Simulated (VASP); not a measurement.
# Ru in VASP: single point with PBE

Aim: the single point of Ru with PBE.

Everything below comes from runs of VASP 6.6.1. Logs are shortened: lines on timing, memory, paths and dates and some standing lists are left out, and cuts for length are marked.

## Step 1: The cell of the first run

The cell holds a slab with vacuum, 5 atoms: a = 2.706 Å, b = 2.706 Å, c = 23.564 Å, α = 90.00°, β = 90.00°, γ = 120.00°.

## Step 2: Single point, PBE

INCAR

```
PREC = Accurate
ENCUT = 520
EDIFF = 1E-7
ISMEAR = -1
SIGMA = 0.05
LREAL = False
LASPH = True
NELM = 80
ALGO = Normal
ISIF = 2
LWAVE = False
LCHARG = True
LDIPOL = True
IDIPOL = 3
DIPOL = 0.5 0.5 0.500
GGA = PE
LELF = True
LVHAR = True
LVACPOTAV = True
NBANDS = 43
```

KPOINTS

```
Automatic mesh
0
Gamma
  11 11 1
```

POSCAR

```
Ru
1.0
    2.7057993342      0.0000000000      0.0000000000
   -1.3528996671      2.3432909610      0.0000000000
    0.0000000000      0.0000000000     23.5638000000
Ru
5
Direct
    0.3333333333      0.6666666666      0.3182848267
    0.6666666667      0.3333333334      0.4091424134
    0.3333333333      0.6666666666      0.5000000000
    0.6666666667      0.3333333334      0.5908575866
    0.3333333333      0.6666666666      0.6817151733
```

Potentials or basis: VASP PAW PBE potentials, release 64 (Ru_pv).

Started as:

```
> cat potpaw_PBE.64/Ru_pv/POTCAR > POTCAR
> mpirun -np 1 vasp_std > vasp.out
```

OUTCAR:

```text
PREC = Accurate
   ENCUT = 520
   EDIFF = 1E-7
   ISMEAR = -1
   LREAL = False
   LASPH = True
   NELM = 80
   ISIF = 2
   GGA = PE

 ion  position               nearest neighbor table
   1  0.333  0.667  0.318-   2 2.65   2 2.65   2 2.65
   2  0.667  0.333  0.409-   3 2.65   3 2.65   3 2.65   1 2.65   1 2.65   1 2.65
   3  0.333  0.667  0.500-   2 2.65   4 2.65   2 2.65   4 2.65   2 2.65   4 2.65
   4  0.667  0.333  0.591-   3 2.65   3 2.65   3 2.65   5 2.65   5 2.65   5 2.65
   5  0.333  0.667  0.682-   4 2.65   4 2.65   4 2.65

  LATTYP: Found a hexagonal cell.
 ALAT       =     2.7057993342
 C/A-ratio  =     8.7086280576

  Lattice vectors:

 A1 = (   2.7057993342,   0.0000000000,   0.0000000000)
 A2 = (  -1.3528996671,   2.3432909610,   0.0000000000)
 A3 = (   0.0000000000,   0.0000000000,  23.5638000000)

Analysis of symmetry for initial positions (statically):
=====================================================================
 Subroutine PRICEL returns:
 Original cell was already a primitive cell.

 Routine SETGRP: Setting up the symmetry group for a
 hexagonal supercell.

 Subroutine GETGRP returns: Found 12 space group operations
 (whereof 12 operations were pure point group operations)
 out of a pool of 24 trial point group operations.

The static configuration has the point symmetry D_3h.

Analysis of symmetry for dynamics (positions and initial velocities):
=====================================================================
 Subroutine PRICEL returns:
 Original cell was already a primitive cell.

 Routine SETGRP: Setting up the symmetry group for a
 hexagonal supercell.

 Subroutine GETGRP returns: Found 12 space group operations
 (whereof 12 operations were pure point group operations)
 out of a pool of 24 trial point group operations.

The dynamic configuration has the point symmetry D_3h.

 Subroutine INISYM returns: Found 12 space group operations
 (whereof 12 operations are pure point group operations),
 and found     1 'primitive' translations

----------------------------------------------------------------------------------------

                                     Primitive cell

  volume of cell :     149.4057

  direct lattice vectors                    reciprocal lattice vectors
     2.705799334  0.000000000  0.000000000     0.369576556  0.213375124  0.000000000
    -1.352899667  2.343290961  0.000000000     0.000000000  0.426750249  0.000000000
[... 88 lines left out ...]
   ISIF   =      2    stress and relaxation
   ISYM   =      2    0-nonsym 1-usesym 2-fastsym
   POTIM  = 0.5000    time-step for ionic-motion
   TEBEG  =    0.0;   TEEND  =   0.0 temperature during run
   PSTRESS=    0.0 pullay stress
   NELECT =      70.0000    total number of electrons
   NUPDOWN=      -1.0000    fix difference up-down
   EMIN   =  10.00;   EMAX   =-10.00  energy-range for DOS
   EFERMI =   0.00;   METHOD = LEGACY
   ISMEAR =    -1;   SIGMA  =   0.05  broadening in eV -4-tet -1-fermi 0-gaus
   EFERMI_NEDOS =   21; number of points for ismear=-14 and -15
   IALGO  =     38    algorithm
   IMIX   =      4    mixing-type and parameters
     AMIX     =   0.40;   BMIX     =  1.00
     AMIX_MAG =   1.60;   BMIX_MAG =  1.00
  volume/ion in A,a.u.               =      29.88       201.65
  Fermi-wavevector in a.u.,A,eV,Ry     =   1.271506  2.402798 21.996919  1.616728
  Thomas-Fermi vector in A             =   2.404435
   LORBIT       =      0    0 simple, 1 ext, 2 COOP (PROOUT), +10 PAW based schemes
   GGA     = PE    functional components
   LHFCALC =     F    Hartree Fock is set to
   AEXX    =    0.0000 exact exchange contribution
   IVDW    =     0    specifies the selected vdW correction
   LEPSILON=     F    determine dielectric tensor
   LRPA    =     F    only Hartree local field effects (RPA)
 non-spin polarized calculation
  energy-cutoff  :      520.00
  volume of cell :      149.41
 maximum number of plane-waves:      4073
 NGX is ok and might be reduce to    20
   NGX =  9   NGY =  9   NGZ = 87

 dipolmoment           0.000000      0.000000      0.000000 electrons x Angstroem

 number of electron      70.0000020 magnetization

 dipolmoment           0.000000      0.000000     -0.000000 electrons x Angstroem

 Free energy of the ion-electron system (eV)
  ---------------------------------------------------
  ext. energy  EPLUGINS =         0.00000000
  ---------------------------------------------------
  free energy    TOTEN  =       -44.03249866 eV

  energy without entropy =      -43.97992834  energy(sigma->0) =      -44.00621350

 E-fermi :   3.1259     XC(G=0):  -7.2882

 val. band max:        3.1058976654   @ k =   0.2727   0.1818   0.0000
 cond. band min:       3.1419774309   @ k =   0.3636   0.1818   0.0000
 fundamental gap:      0.0360797655
 Fermi energy:         3.1259447828

 k-point     1 :       0.0000    0.0000    0.0000
  band No.  band energies     occupation
      1     -40.4563      2.00000
      2     -40.1923      2.00000
      3     -39.7522      2.00000
      4     -39.6374      2.00000
      5     -39.6374      2.00000
      6     -39.6166      2.00000
[... 725 lines left out ...]
     42      10.2899      0.00000
     43      10.3746      0.00000

------------------------ aborting loop because EDIFF is reached ----------------------------------------

  FORCE on cell =-STRESS in cart. coord.  units (eV):
  Direction    XX          YY          ZZ          XY          YZ          ZX
  --------------------------------------------------------------------------------------
  -------------------------------------------------------------------------------------
  Total       -2.1796837     -2.1796837     -1.4677128      0.0000000      0.0000000      0.0000000
  in kB      -23.3742095    -23.3742095    -15.7392678      0.0000000      0.0000000      0.0000000
  external PRESSURE =     -20.8292289 kB  Pullay stress =       0.0000000 kB

 VOLUME and BASIS-vectors are now :
 -----------------------------------------------------------------------------
  energy-cutoff  :      520.00
  volume of cell :      149.41
      direct lattice vectors                 reciprocal lattice vectors
     2.705799334  0.000000000  0.000000000     0.369576556  0.213375124  0.000000000
    -1.352899667  2.343290961  0.000000000     0.000000000  0.426750249  0.000000000
     0.000000000  0.000000000 23.563800000     0.000000000  0.000000000  0.042437977

 POSITION                                       TOTAL-FORCE (eV/Angst)
 -----------------------------------------------------------------------------------
     -0.00000      1.56219      7.50000        -0.000000     -0.000000      0.537359
      1.35290      0.78110      9.64095        -0.000000     -0.000000     -0.746037
     -0.00000      1.56219     11.78190        -0.000000      0.000000      0.000000
      1.35290      0.78110     13.92285         0.000000     -0.000000      0.746037
     -0.00000      1.56219     16.06380         0.000000     -0.000000     -0.537359
 -----------------------------------------------------------------------------------
    total drift:                                0.000000      0.000000      0.000000

  FREE ENERGIE OF THE ION-ELECTRON SYSTEM (eV)
  ---------------------------------------------------
  free  energy   TOTEN  =       -44.0324986608 eV

  energy  without entropy=      -43.9799283411  energy(sigma->0) =      -44.00621350

 vacuum level on the upper side and lower side of the slab         8.183         8.183
```

OSZICAR:

```text
N       E                     dE             d eps       ncg     rms          rms(c)
DAV:   1     0.775381978288E+03    0.77538E+03   -0.44545E+04  1680   0.160E+03
DAV:   2    -0.229260496487E+02   -0.79831E+03   -0.77752E+03  1494   0.482E+02
DAV:   3    -0.467685596185E+02   -0.23843E+02   -0.22864E+02  1751   0.819E+01
DAV:   4    -0.474321769751E+02   -0.66362E+00   -0.65254E+00  1762   0.112E+01
[... 18 lines left out ...]
DAV:  23    -0.440324922659E+02   -0.99570E-05   -0.11155E-06  1257   0.885E-03    0.131E-03
DAV:  24    -0.440324967468E+02   -0.44809E-05   -0.20089E-07   911   0.194E-03    0.403E-04
DAV:  25    -0.440324981220E+02   -0.13752E-05   -0.48624E-08   820   0.632E-04    0.587E-04
DAV:  26    -0.440324985611E+02   -0.43910E-06   -0.18322E-08   765   0.707E-04    0.155E-04
DAV:  27    -0.440324986608E+02   -0.99701E-07   -0.48766E-09   722   0.300E-04
   1 F= -.44032499E+02 E0= -.44006214E+02  d E =-.525703E-01
```

Run time: 5.3 min. Hardware: 1 thread of AMD EPYC 7R13, shared host; peak memory 0.25 GiB.

Results:

```yaml
Free_energy: -44.0325 eV
Largest_force: 0.746 eV/Å
Band_gap_on_the_k_mesh: zero (bands 35 and 36 overlap by 2.38 eV)
```

Forces on the atoms (eV/Å):
```
Ru   0.000  0.000  0.537
Ru   0.000  0.000 -0.746
Ru   0.000  0.000  0.000
Ru   0.000  0.000  0.746
Ru   0.000  0.000 -0.537
```

Levels at points of the mesh, in eV from the Fermi level:
```
           k point  band 32  band 33  band 34  band 35  band 36  band 37  band 38  band 39
(0.00, 0.00, 0.00)    -1.85    -1.85    -1.19    -0.94    -0.94    -0.15    -0.15     0.36
```

The gap in the log of VASP goes by the Fermi energy; the results here count the filled bands.